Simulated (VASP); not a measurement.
# CoO in VASP: further runs

CoO is run at these levels: PBE; tasks: single point.

Program: VASP 6.6.1. These are calculated values, not measurements. Logs are shortened: lines on timing, memory, paths and dates and some standing lists are left out, and cuts for length are marked.

## Step 1: The cell of the first run

The cell holds a wire with vacuum, 2 atoms: a = 9.000 Å, b = 9.300 Å, c = 3.465 Å, α = 90.00°, β = 90.00°, γ = 90.00°.

## Step 2: Single point, PBE, collinear spin, ferromagnetic start

File INCAR:

```
SYSTEM = CoO
ALGO = Normal ; EDIFF = 1E-6
ENCUT = 520 ; GGA = PE
ISIF = 2 ; ISMEAR = 0
ISPIN = 2 ; LASPH = .True.
LCHARG = .True. ; LELF = .True.
LMAXMIX = 4 ; LORBIT = 11
LREAL = .False. ; LVHAR = .True.
LWAVE = .False. ; MAGMOM = 2.74 0.5
NBANDS = 18 ; NELM = 150
PREC = Accurate ; SIGMA = 0.05
```

File KPOINTS:

```
k-points
0
Gamma
  1 1 17
  0 0 0
```

File POSCAR:

```
CoO
1.0
    9.0000000000      0.0000000000      0.0000000000
    0.0000000000      9.3000000000      0.0000000000
    0.0000000000      0.0000000000      3.4650276284
Co O
1 1
Direct
    0.5000000000      0.5000000000      0.0000000000
    0.5000000000      0.5000000000      0.5000000000
```

Potentials or basis: VASP PAW PBE potentials, release 64 (Co, O).

Run with:

```bash
> cat potpaw_PBE.64/Co/POTCAR potpaw_PBE.64/O/POTCAR > POTCAR
> mpirun -np 1 vasp_std > vasp.out
```

OUTCAR:

```text
SYSTEM = CoO
   EDIFF = 1E-6
   ENCUT = 520
   GGA = PE
   ISIF = 2
   ISMEAR = 0
   ISPIN = 2
   LASPH = .True.
   LORBIT = 11
   LREAL = .False.
   NELM = 150
   PREC = Accurate

 ion  position               nearest neighbor table
   1  0.500  0.500  0.000-   2 1.73   2 1.73
   2  0.500  0.500  0.500-   1 1.73   1 1.73

  LATTYP: Found a simple orthorhombic cell.
 ALAT       =     3.4650276284
 B/A-ratio  =     2.5973818870
 C/A-ratio  =     2.6839612832

  Lattice vectors:

 A1 = (   0.0000000000,   0.0000000000,   3.4650276284)
 A2 = (   9.0000000000,   0.0000000000,   0.0000000000)
 A3 = (   0.0000000000,   9.3000000000,   0.0000000000)

Analysis of symmetry for initial positions (statically):
=====================================================================
 Subroutine PRICEL returns:
 Original cell was already a primitive cell.

 Routine SETGRP: Setting up the symmetry group for a
 simple orthorhombic supercell.

 Subroutine GETGRP returns: Found  8 space group operations
 (whereof  8 operations were pure point group operations)
 out of a pool of  8 trial point group operations.

The static configuration has the point symmetry D_2h.

Analysis of symmetry for dynamics (positions and initial velocities):
=====================================================================
 Subroutine PRICEL returns:
 Original cell was already a primitive cell.

 Routine SETGRP: Setting up the symmetry group for a
 simple orthorhombic supercell.

 Subroutine GETGRP returns: Found  8 space group operations
 (whereof  8 operations were pure point group operations)
 out of a pool of  8 trial point group operations.

The dynamic configuration has the point symmetry D_2h.

Analysis of structural, dynamic, and magnetic symmetry:
=====================================================================
 Subroutine PRICEL returns:
 Original cell was already a primitive cell.

 Routine SETGRP: Setting up the symmetry group for a
 simple orthorhombic supercell.

 Subroutine GETGRP returns: Found  8 space group operations
 (whereof  8 operations were pure point group operations)
 out of a pool of  8 trial point group operations.

The overall configuration has the point symmetry D_2h.

 Subroutine INISYM returns: Found  8 space group operations
 (whereof  8 operations are pure point group operations),
 and found     1 'primitive' translations

----------------------------------------------------------------------------------------

                                     Primitive cell

  volume of cell :     290.0228

  direct lattice vectors                    reciprocal lattice vectors
     9.000000000  0.000000000  0.000000000     0.111111111  0.000000000  0.000000000
     0.000000000  9.300000000  0.000000000     0.000000000  0.107526882  0.000000000
     0.000000000  0.000000000  3.465027628     0.000000000  0.000000000  0.288597987

  length of vectors
     9.000000000  9.300000000  3.465027628     0.111111111  0.107526882  0.288597987

  position of ions in fractional coordinates (direct lattice)
     0.500000000  0.500000000  0.000000000
     0.500000000  0.500000000  0.500000000

  ion indices of the primitive-cell ions
   primitive index   ion index
                 1           1
                 2           2

----------------------------------------------------------------------------------------

 KPOINTS: k-points

Automatic generation of k-mesh.
 Grid dimensions read from file:
 generate k-points for:    1    1   17

 Generating k-lattice:

  Cartesian coordinates                     Fractional coordinates (reciprocal lattice)
     0.111111111  0.000000000  0.000000000     1.000000000  0.000000000  0.000000000
     0.000000000  0.107526882  0.000000000     0.000000000  1.000000000  0.000000000
     0.000000000  0.000000000  0.016976352     0.000000000  0.000000000  0.058823529

  Length of vectors
     0.111111111  0.107526882  0.016976352

  Shift w.r.t. Gamma in fractional coordinates (k-lattice)
     0.000000000  0.000000000  0.000000000

 Subroutine IBZKPT returns following result:
 ===========================================

 Found      9 irreducible k-points:

 Following reciprocal coordinates:
            Coordinates               Weight
  0.000000  0.000000  0.000000      1.000000
  0.000000  0.000000  0.058824      2.000000
  0.000000  0.000000  0.117647      2.000000
  0.000000  0.000000  0.176471      2.000000
  0.000000  0.000000  0.235294      2.000000
  0.000000  0.000000  0.294118      2.000000
  0.000000  0.000000  0.352941      2.000000
  0.000000  0.000000  0.411765      2.000000
  0.000000  0.000000  0.470588      2.000000
   k-points           NKPTS =      9   k-points in BZ     NKDIM =      9   number of bands    NBANDS=     18
   number of dos      NEDOS =    301   number of ions     NIONS =      2
   total plane-waves  NPLWV = 137200
   dimension x,y,z NGX =    70 NGY =   70 NGZ =   28
   dimension x,y,z NGXF=   140 NGYF=  140 NGZF=   56
   ions per type =               1   1
   NGX,Y,Z   is equivalent  to a cutoff of  12.93, 12.51, 13.43 a.u.
   NGXF,Y,Z  is equivalent  to a cutoff of  25.86, 25.03, 26.87 a.u.
 SYSTEM =  CoO
   PREC   = accura    normal or accurate (medium, high low for compatibility)
   ISTART =      0    job   : 0-new  1-cont  2-samecut
   ICHARG =      2    charge: 1-file 2-atom 10-const
   ISPIN  =      2    spin polarized calculation?
   LNONCOLLINEAR =      F non collinear calculations
   LSORBIT =      F    spin-orbit coupling
   LASPH  =      T    aspherical Exc in radial PAW
   ENCUT  =  520.0 eV  38.22 Ry    6.18 a.u.  16.73 17.29  6.44*2*pi/ulx,y,z
   NELM   =    150;   NELMIN=  2; NELMDL= -5     # of ELM steps
   EDIFF  = 0.1E-05   stopping-criterion for ELM
   LREAL  =      F    real-space projection
   EDIFFG = 0.1E-04   stopping-criterion for IOM
   NSW    =      0    number of steps for IOM
   IBRION =     -1    ionic relax: 0-MD 1-quasi-New 2-CG
   NFREE  =      0    steps in history (QN), initial steepest desc. (CG)
   ISIF   =      2    stress and relaxation
   ISYM   =      2    0-nonsym 1-usesym 2-fastsym
   POTIM  = 0.5000    time-step for ionic-motion
   TEBEG  =    0.0;   TEEND  =   0.0 temperature during run
   PSTRESS=    0.0 pullay stress
   NELECT =      15.0000    total number of electrons
   NUPDOWN=      -1.0000    fix difference up-down
   EMIN   =  10.00;   EMAX   =-10.00  energy-range for DOS
   EFERMI =   0.00;   METHOD = LEGACY
   ISMEAR =     0;   SIGMA  =   0.05  broadening in eV -4-tet -1-fermi 0-gaus
   EFERMI_NEDOS =   21; number of points for ismear=-14 and -15
   IALGO  =     38    algorithm
   IMIX   =      4    mixing-type and parameters
     AMIX     =   0.40;   BMIX     =  1.00
     AMIX_MAG =   1.60;   BMIX_MAG =  1.00
  volume/ion in A,a.u.               =     145.01       978.59
  Fermi-wavevector in a.u.,A,eV,Ry     =   0.609950  1.152639  5.061905  0.372040
  Thomas-Fermi vector in A             =   1.665333
   LORBIT       =     11    0 simple, 1 ext, 2 COOP (PROOUT), +10 PAW based schemes
   GGA     = PE    functional components
   LHFCALC =     F    Hartree Fock is set to
   AEXX    =    0.0000 exact exchange contribution
   IVDW    =     0    specifies the selected vdW correction
   LEPSILON=     F    determine dielectric tensor
   LRPA    =     F    only Hartree local field effects (RPA)
 spin polarized calculation
 Gauss-broadening in eV      SIGMA  =   0.05
  energy-cutoff  :      520.00
  volume of cell :      290.02
 maximum number of plane-waves:      7835
 NGX is ok and might be reduce to    70
   NGX = 33   NGY = 35   NGZ = 13

 number of electron      14.9999997 magnetization       2.9980970

 Free energy of the ion-electron system (eV)
  ---------------------------------------------------
  ext. energy  EPLUGINS =         0.00000000
  ---------------------------------------------------
  free energy    TOTEN  =       -11.93336318 eV

  energy without entropy =      -11.93275703  energy(sigma->0) =      -11.93306011

 E-fermi :  -3.9740     XC(G=0):  -2.0359

 val. band max:       -4.0596109992   @ k =   0.0000   0.0000   0.1765
 cond. band min:      -3.9066298821   @ k =   0.0000   0.0000   0.2353
 fundamental gap:      0.1529811171
 Fermi energy:        -3.9739657562

 spin component 1

 k-point     1 :       0.0000    0.0000    0.0000
  band No.  band energies     occupation
      1     -22.5584      1.00000
      2      -7.7884      1.00000
      3      -7.3779      1.00000
      4      -7.1736      1.00000
      5      -7.1734      1.00000
      6      -6.8982      1.00000
[... 10 lines left out ...]
     17       3.0836      0.00000
     18       3.3624      0.00000
[... 148 lines left out ...]
 k-point     9 :       0.0000    0.0000    0.4706
  band No.  band energies     occupation
      1     -21.8290      1.00000
      2     -11.4740      1.00000
      3      -8.9838      1.00000
      4      -8.9836      1.00000
      5      -7.3493      1.00000
      6      -6.2433      1.00000
[... 10 lines left out ...]
     17       4.4260      0.00000
     18       4.9637      0.00000
 Fermi energy:        -3.9739657562

 spin component 2

 k-point     1 :       0.0000    0.0000    0.0000
  band No.  band energies     occupation
      1     -21.9338      1.00000
      2      -7.4912      1.00000
      3      -6.4581      1.00000
      4      -6.4580      1.00000
      5      -4.9786      1.00000
      6      -4.4375      1.00000
[... 10 lines left out ...]
     17       3.1225      0.00000
     18       3.4192      0.00000
[... 148 lines left out ...]
 k-point     9 :       0.0000    0.0000    0.4706
  band No.  band energies     occupation
      1     -21.2047      1.00000
      2     -10.7353      1.00000
      3      -7.6597      1.00000
      4      -7.6595      1.00000
      5      -4.9307      1.00000
      6      -3.6799      0.00000
[... 10 lines left out ...]
     17       4.5752      0.00000
     18       4.9619      0.00000

------------------------ aborting loop because EDIFF is reached ----------------------------------------

  FORCE on cell =-STRESS in cart. coord.  units (eV):
  Direction    XX          YY          ZZ          XY          YZ          ZX
  --------------------------------------------------------------------------------------
  -------------------------------------------------------------------------------------
  Total       -0.0296491     -0.0282449     -0.0629682      0.0000000      0.0000000      0.0000000
  in kB       -0.1637908     -0.1560335     -0.3478564      0.0000000      0.0000000      0.0000000
  external PRESSURE =      -0.2225602 kB  Pullay stress =       0.0000000 kB

 VOLUME and BASIS-vectors are now :
 -----------------------------------------------------------------------------
  energy-cutoff  :      520.00
  volume of cell :      290.02
      direct lattice vectors                 reciprocal lattice vectors
     9.000000000  0.000000000  0.000000000     0.111111111  0.000000000  0.000000000
     0.000000000  9.300000000  0.000000000     0.000000000  0.107526882  0.000000000
     0.000000000  0.000000000  3.465027628     0.000000000  0.000000000  0.288597987

 POSITION                                       TOTAL-FORCE (eV/Angst)
 -----------------------------------------------------------------------------------
      4.50000      4.65000      0.00000         0.000000      0.000000      0.000000
      4.50000      4.65000      1.73251         0.000000      0.000000      0.000000
 -----------------------------------------------------------------------------------
    total drift:                                0.000000      0.000000      0.000000

  FREE ENERGIE OF THE ION-ELECTRON SYSTEM (eV)
  ---------------------------------------------------
  free  energy   TOTEN  =       -11.9333631837 eV

  energy  without entropy=      -11.9327570330  energy(sigma->0) =      -11.93306011

 total charge

# of ion       s       p       d       tot
------------------------------------------
    1        0.438   0.467   7.149   8.054
    2        1.558   3.441   0.000   4.999
--------------------------------------------------
tot          1.996   3.907   7.149  13.052

 magnetization (x)

# of ion       s       p       d       tot
------------------------------------------
    1        0.113   0.017   2.295   2.425
    2        0.004   0.321   0.000   0.325
--------------------------------------------------
tot          0.116   0.338   2.295   2.749
```

Run time: 3.3 min. Hardware: 1 thread of Intel Xeon 6975P-C, shared host; peak memory 0.48 GiB.

Results:

```
Free energy                                           : -11.9334 eV
Band gap on the k mesh                                : zero (filled and empty bands overlap)
Net moment                                            : 3.00 μB per cell
Site moments                                          : Co +2.42; O +0.33 μB
Valence electrons inside the program's atomic spheres : Co 8.05; O 5.00
```

Caveat: semilocal functionals often make such compounds metallic where correlation or magnetic order opens a gap, which also shifts bond lengths.

## Step 3: Single point, PBE, collinear spin, ferromagnetic start

File INCAR:

```
PREC = Accurate ; ENCUT = 520
EDIFF = 1E-6 ; ISMEAR = 0
SIGMA = 0.05 ; LREAL = False
LASPH = True ; NELM = 150
ALGO = Normal ; ISIF = 2
LWAVE = False ; LCHARG = False
ISPIN = 2 ; MAGMOM = 2.74 0.5
LORBIT = 11 ; LMAXMIX = 4
GGA = PE ; NBANDS = 18
```

File KPOINTS:

```
regular mesh
0
Gamma
  1 1 17
```

File POSCAR:

```
CoO
1.0
    9.0000000000      0.0000000000      0.0000000000
    0.0000000000      9.3000000000      0.0000000000
    0.0000000000      0.0000000000      3.4643361220
Co O
1 1
Direct
    0.5000000000      0.5000000000     -0.0175001614
    0.5000000000      0.5000000000      0.4825001614
```

Potentials or basis: VASP PAW PBE potentials, release 64 (Co, O).

Run with:

```bash
> cat potpaw_PBE.64/Co/POTCAR potpaw_PBE.64/O/POTCAR > POTCAR
> mpirun -np 1 vasp_std > vasp.out
```

OUTCAR:

```text
PREC = Accurate
   ENCUT = 520
   EDIFF = 1E-6
   ISMEAR = 0
   LREAL = False
   LASPH = True
   NELM = 150
   ISIF = 2
   ISPIN = 2
   LORBIT = 11
   GGA = PE

 ion  position               nearest neighbor table
   1  0.500  0.500  0.982-   2 1.73   2 1.73
   2  0.500  0.500  0.483-   1 1.73   1 1.73

  LATTYP: Found a simple orthorhombic cell.
 ALAT       =     3.4643361220
 B/A-ratio  =     2.5979003431
 C/A-ratio  =     2.6844970212

  Lattice vectors:

 A1 = (   0.0000000000,   0.0000000000,   3.4643361220)
 A2 = (   9.0000000000,   0.0000000000,   0.0000000000)
[... 577 lines left out ...]

 VOLUME and BASIS-vectors are now :
 -----------------------------------------------------------------------------
  energy-cutoff  :      520.00
  volume of cell :      289.96
      direct lattice vectors                 reciprocal lattice vectors
     9.000000000  0.000000000  0.000000000     0.111111111  0.000000000  0.000000000
     0.000000000  9.300000000  0.000000000     0.000000000  0.107526882  0.000000000
     0.000000000  0.000000000  3.464336122     0.000000000  0.000000000  0.288655594

 POSITION                                       TOTAL-FORCE (eV/Angst)
 -----------------------------------------------------------------------------------
      4.50000      4.65000      3.40371         0.000000      0.000000      0.000000
      4.50000      4.65000      1.67154         0.000000      0.000000      0.000000
 -----------------------------------------------------------------------------------
    total drift:                                0.000000      0.000000     -0.000946

  FREE ENERGIE OF THE ION-ELECTRON SYSTEM (eV)
  ---------------------------------------------------
  free  energy   TOTEN  =       -11.9333687006 eV

  energy  without entropy=      -11.9327566749  energy(sigma->0) =      -11.93306269

 total charge

# of ion       s       p       d       tot
------------------------------------------
    1        0.438   0.467   7.149   8.055
    2        1.558   3.441   0.000   4.999
--------------------------------------------------
tot          1.996   3.908   7.149  13.054

 magnetization (x)

# of ion       s       p       d       tot
------------------------------------------
    1        0.113   0.017   2.295   2.424
    2        0.003   0.321   0.000   0.325
--------------------------------------------------
tot          0.116   0.338   2.295   2.749
```

Wall time 2.9 min (1 thread of Intel Xeon 6975P-C, shared host); peak memory 0.48 GiB.

Results:

| Quantity | Value |
| --- | --- |
| Free energy | -11.9334 eV |
| Band gap on the k mesh | zero (filled and empty bands overlap) |
| Net moment | 3.00 μB per cell |
| Site moments | Co +2.42; O +0.33 μB |
| Valence electrons inside the program's atomic spheres | Co 8.05; O 5.00 |

Levels at points of the mesh, in eV from the Fermi level:
Spin up:
| k point | band 6 | band 7 | band 8 | band 9 | band 10 | band 11 | band 12 | band 13 |
| --- | --- | --- | --- | --- | --- | --- | --- | --- |
| (0.00, 0.00, 0.00) | -2.92 | -2.92 | -2.46 | -2.31 | 2.73 | 4.56 | 4.62 | 5.07 |
Spin down:
```tsv
k point	band 2	band 3	band 4	band 5	band 6	band 7	band 8	band 9
(0.00, 0.00, 0.00)	-3.52	-2.49	-2.49	-1.00	-0.46	-0.46	-0.43	0.23
```

Caveat: semilocal functionals often make such compounds metallic where correlation or magnetic order opens a gap, which also shifts bond lengths.

## Step 4: Single point, PBE, collinear spin, ferromagnetic start

This run uses another cell than the first one, of 160.01 Å³/atom, 1.103 times its volume.

File INCAR:

```
ALGO     = Normal         # electronic algorithm
EDIFF    = 1E-6           # SCF threshold, eV
ENCUT    = 520            # plane-wave cutoff, eV
GGA      = PE             # functional
ISIF     = 2              # what is computed and relaxed
ISMEAR   = 0              # smearing method
ISPIN    = 2              # spin polarisation
LASPH    = True           # aspherical terms in the spheres
LCHARG   = False          # write CHGCAR
LMAXMIX  = 4              # l up to which the mixer works
LORBIT   = 11             # projections on sites
LREAL    = False          # projectors in reciprocal space
LWAVE    = False          # write WAVECAR
MAGMOM   = 2.74 0.5       # initial moments
NBANDS   = 18             # bands
NELM     = 150            # most SCF steps
PREC     = Accurate       # precision mode
SIGMA    = 0.05           # smearing width, eV
```

File KPOINTS:

```
k-points
0
Gamma
  1 1 17
```

File POSCAR:

```
CoO
1.0
    9.0000000000      0.0000000000      0.0000000000
    0.0000000000      9.3000000000      0.0000000000
    0.0000000000      0.0000000000      3.8234818093
Co O
1 1
Direct
    0.5000000000      0.5000000000      0.0000000000
    0.5000000000      0.5000000000      0.5000000000
```

Run with:

```bash
> cat potpaw_PBE.64/Co/POTCAR potpaw_PBE.64/O/POTCAR > POTCAR
> mpirun -np 1 vasp_std > vasp.out
```

Wall time 3.3 min (1 thread of Intel Xeon 6975P-C, shared host); peak memory 0.51 GiB.

It converged, with:

| Quantity | Value |
| --- | --- |
| Free energy | -11.3071 eV |
| Band gap on the k mesh | zero (filled and empty bands overlap) |
| Net moment | 3.00 μB per cell |
| Site moments | Co +2.42; O +0.36 μB |
| Valence electrons inside the program's atomic spheres | Co 7.68; O 4.88 |

Levels at points of the mesh, in eV from the Fermi level:
Spin up:
```csv
k point,band 7,band 8,band 9,band 10,band 11,band 12
"(0.00, 0.00, 0.00)",-2.40,-2.40,-2.29,2.02,4.57,4.63
```
Spin down:
```
           k point  band 2  band 3  band 4  band 5  band 6  band 7  band 8  band 9
(0.00, 0.00, 0.00)   -2.99   -1.65   -1.65   -0.99   -0.35   -0.35   -0.25    0.25
```

Caveat: semilocal functionals often make such compounds metallic where correlation or magnetic order opens a gap, which also shifts bond lengths.

## Step 5: Overview

| cell | gap on the mesh (eV) | moment (μB) |
| --- | --- | --- |
| a = 9.000, b = 9.300, c = 3.465 Å, 2 atoms | none | 3.00 |
| a = 9.000, b = 9.300, c = 3.464 Å, 2 atoms | none | 3.00 |
| a = 9.000, b = 9.300, c = 3.823 Å, 2 atoms | none | 3.00 |

Alike in all rows: task single point; level PBE; potentials or basis VASP PAW PBE potentials, release 64 (Co, O); spin collinear, ferromagnetic start; k mesh 1 × 1 × 17; cutoff (eV) 520; smearing gaussian 0.05 eV.

Caveats: semilocal functionals often make such compounds metallic where correlation or magnetic order opens a gap, which also shifts bond lengths.

Total energies depend on the potentials used, so only differences within one code and one set of settings carry meaning.
